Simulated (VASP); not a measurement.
# Gd (P6_3/mmc) in VASP: single point with PBEsol

Aim: the single point of Gd with PBEsol.

Program: VASP 6.6.1. These are calculated values, not measurements. Logs are shortened: lines on timing, memory, paths and dates and some standing lists are left out, and cuts for length are marked.

### 1 The cell of the first run

The structure is hexagonal, space group P6_3/mmc (No. 194). Conventional cell: a = 3.444 Å, b = 3.444 Å, c = 5.494 Å, α = 90.00°, β = 90.00°, γ = 120.00°. Within 4.5 Å of Gd (site symmetry -6m2) lie 12 Gd at 3.39 to 3.44 Å.

### 2 Single point, PBEsol, collinear spin, antiferromagnetic start (28.22 Å³/atom)

Input file INCAR:

```
SYSTEM = Gd
PREC = Accurate
ENCUT = 520
EDIFF = 1E-7
ISMEAR = -1
SIGMA = 0.05
LREAL = .FALSE.
LASPH = .TRUE.
NELM = 150
ALGO = Normal
ISIF = 2
LWAVE = .FALSE.
LCHARG = .FALSE.
ISPIN = 2
MAGMOM = 7.22 -7.22
LORBIT = 11
LMAXMIX = 6
GGA = PS
NBANDS = 29
```

Input file KPOINTS:

```
Automatic mesh
0
G
  14 14 8
  0 0 0
```

Input file POSCAR:

```
Gd
1.0
    3.4440288473      0.0000000000      0.0000000000
   -1.7220144236      2.9826164731      0.0000000000
    0.0000000000      0.0000000000      5.4937018953
Gd
2
Direct
    0.3333333333      0.6666666667      0.2500000000
    0.6666666667      0.3333333333      0.7500000000
```

Potentials or basis: VASP PAW PBE potentials, release 64 (Gd).

The run is started by

```console
cat potpaw_PBE.64/Gd/POTCAR > POTCAR
mpirun -np 1 vasp_std > vasp.out
```

OUTCAR:

```text
SYSTEM = Gd
   PREC = Accurate
   ENCUT = 520
   EDIFF = 1E-7
   ISMEAR = -1
   LREAL = .FALSE.
   LASPH = .TRUE.
   NELM = 150
   ISIF = 2
   ISPIN = 2
   LORBIT = 11
   GGA = PS

 ion  position               nearest neighbor table
   1  0.333  0.667  0.250-   2 3.39   2 3.39   2 3.39   2 3.39   2 3.39   2 3.39
   2  0.667  0.333  0.750-   1 3.39   1 3.39   1 3.39   1 3.39   1 3.39   1 3.39

  LATTYP: Found a hexagonal cell.
 ALAT       =     3.4440288473
 C/A-ratio  =     1.5951381765

  Lattice vectors:

 A1 = (   3.4440288473,   0.0000000000,   0.0000000000)
 A2 = (  -1.7220144236,   2.9826164731,   0.0000000000)
 A3 = (   0.0000000000,   0.0000000000,   5.4937018953)

Analysis of symmetry for initial positions (statically):
=====================================================================
 Subroutine PRICEL returns:
 Original cell was already a primitive cell.

 Routine SETGRP: Setting up the symmetry group for a
 hexagonal supercell.

 Subroutine GETGRP returns: Found 24 space group operations
 (whereof 12 operations were pure point group operations)
 out of a pool of 24 trial point group operations.

The static configuration has the point symmetry D_3d.
 The point group associated with its full space group is D_6h.

Analysis of symmetry for dynamics (positions and initial velocities):
=====================================================================
 Subroutine PRICEL returns:
 Original cell was already a primitive cell.

 Routine SETGRP: Setting up the symmetry group for a
 hexagonal supercell.

 Subroutine GETGRP returns: Found 24 space group operations
 (whereof 12 operations were pure point group operations)
 out of a pool of 24 trial point group operations.

The dynamic configuration has the point symmetry D_3d.
 The point group associated with its full space group is D_6h.

Analysis of structural, dynamic, and magnetic symmetry:
=====================================================================
 Subroutine PRICEL returns:
 Original cell was already a primitive cell.

 Routine SETGRP: Setting up the symmetry group for a
 hexagonal supercell.

 Subroutine GETGRP returns: Found 24 space group operations
 (whereof 12 operations were pure point group operations)
 out of a pool of 24 trial point group operations.

[... 120 lines left out ...]
     AMIX     =   0.40;   BMIX     =  1.00
     AMIX_MAG =   1.60;   BMIX_MAG =  1.00
  volume/ion in A,a.u.               =      28.22       190.41
  Fermi-wavevector in a.u.,A,eV,Ry     =   1.409286  2.663165 27.022367  1.986088
  Thomas-Fermi vector in A             =   2.531358
   LORBIT       =     11    0 simple, 1 ext, 2 COOP (PROOUT), +10 PAW based schemes
   GGA     = PS    functional components
   LHFCALC =     F    Hartree Fock is set to
   AEXX    =    0.0000 exact exchange contribution
   IVDW    =     0    specifies the selected vdW correction
   LEPSILON=     F    determine dielectric tensor
   LRPA    =     F    only Hartree local field effects (RPA)
 spin polarized calculation
  energy-cutoff  :      520.00
  volume of cell :       56.43
 maximum number of plane-waves:      1546
 NGX is ok and might be reduce to    28
   NGX = 13   NGY = 13   NGZ = 21

 number of electron      36.0000009 magnetization      -0.0000000

 number of electron      36.0000009 magnetization       0.0000000

 Free energy of the ion-electron system (eV)
  ---------------------------------------------------
  ext. energy  EPLUGINS =         0.00000000
  ---------------------------------------------------
  free energy    TOTEN  =       -24.05405066 eV

  energy without entropy =      -24.03402969  energy(sigma->0) =      -24.04404018

 E-fermi :   3.5815     XC(G=0): -10.8510

 val. band max:        3.5806381642   @ k =   0.2857   0.2143   0.1250
 cond. band min:       3.5816317212   @ k =   0.1429   0.0714   0.2500
 fundamental gap:      0.0009935571
 Fermi energy:         3.5814843219

 spin component 1

 k-point     1 :       0.0000    0.0000    0.0000
  band No.  band energies     occupation
      1     -41.2526      1.00000
      2     -38.0771      1.00000
      3     -18.8836      1.00000
      4     -18.2773      1.00000
      5     -18.2773      1.00000
      6     -16.2831      1.00000
[... 757 lines left out ...]
     28       5.5279      0.00000
     29       6.7071      0.00000

 [... further k-points ...]

 spin component 2

 k-point     1 :       0.0000    0.0000    0.0000
  band No.  band energies     occupation
      1     -41.2526      1.00000
      2     -38.0771      1.00000
      3     -18.8836      1.00000
      4     -18.2773      1.00000
      5     -18.2773      1.00000
      6     -16.2831      1.00000
[... 757 lines left out ...]
     28       5.5279      0.00000
     29       6.7071      0.00000

 [... further k-points ...]

------------------------ aborting loop because EDIFF is reached ----------------------------------------

  FORCE on cell =-STRESS in cart. coord.  units (eV):
  Direction    XX          YY          ZZ          XY          YZ          ZX
  --------------------------------------------------------------------------------------
  -------------------------------------------------------------------------------------
  Total        1.2839430      1.2839430      1.2712677      0.0000000      0.0000000      0.0000000
  in kB       36.4524766     36.4524766     36.0926107      0.0000000      0.0000000      0.0000000
  external PRESSURE =      36.3325213 kB  Pullay stress =       0.0000000 kB

 VOLUME and BASIS-vectors are now :
 -----------------------------------------------------------------------------
  energy-cutoff  :      520.00
  volume of cell :       56.43
      direct lattice vectors                 reciprocal lattice vectors
     3.444028847  0.000000000  0.000000000     0.290357614  0.167638047  0.000000000
    -1.722014424  2.982616473  0.000000000     0.000000000  0.335276094  0.000000000
     0.000000000  0.000000000  5.493701895     0.000000000  0.000000000  0.182026622

 POSITION                                       TOTAL-FORCE (eV/Angst)
 -----------------------------------------------------------------------------------
     -0.00000      1.98841      1.37343         0.000000     -0.000000      0.000000
      1.72201      0.99421      4.12028        -0.000000      0.000000      0.000000
 -----------------------------------------------------------------------------------
    total drift:                               -0.000000      0.000000     -0.000000

  FREE ENERGIE OF THE ION-ELECTRON SYSTEM (eV)
  ---------------------------------------------------
  free  energy   TOTEN  =       -24.0540506624 eV

  energy  without entropy=      -24.0340296917  energy(sigma->0) =      -24.04404018

 total charge

# of ion       s       p       d       f       tot
--------------------------------------------------
    1        2.083   5.534   0.665   6.990  15.271
    2        2.083   5.534   0.665   6.990  15.271
--------------------------------------------------
tot          4.167  11.068   1.329  13.979  30.542

 magnetization (x)

# of ion       s       p       d       f       tot
--------------------------------------------------
    1        0.011  -0.060   0.198   6.785   6.935
    2       -0.011   0.060  -0.198  -6.785  -6.935
--------------------------------------------------
tot          0.000   0.000   0.000   0.000   0.000
```

stdout:

```text
POSCAR found type information on POSCAR Gd
 POSCAR found :  1 types and       2 ions
 scaLAPACK will be used
 -----------------------------------------------------------------------------
|                                                                             |
|                                                                             |
|     You enforced a specific xc type in the INCAR file but a different       |
|     I HOPE YOU KNOW WHAT YOU ARE DOING!                                     |
|                                                                             |
 -----------------------------------------------------------------------------

 LDA part: xc-table for (Slater+PW92), standard interpolation
 POSCAR, INCAR and KPOINTS ok, starting setup
 FFT: planning ... GRIDC
 FFT: planning ... GRID_SOFT
 FFT: planning ... GRID
 WAVECAR not read
 entering main loop
```

Wall time 33 min (1 thread of Intel Xeon 8259CL, shared host); peak memory 0.44 GiB.

What came out:

```yaml
Free_energy: -24.0541 eV
Pressure: 3.6 GPa
Band_gap_on_the_k_mesh: zero (filled and empty bands overlap)
Net_moment: 0.00 μB per cell
Site_moments: Gd +6.93, -6.93 μB
Valence_electrons_inside_the_program's_atomic_spheres: Gd 15.27
```

Caveat: the cell stands under pressure; the PAW data sets were made with another functional, which shifts forces and pressure a little; spin-orbit coupling is left out, which moves the levels of the heavy elements; semilocal functionals describe open f shells poorly, which spoils levels, moments and volumes. The state reached can hang on the start; a lower one may exist.
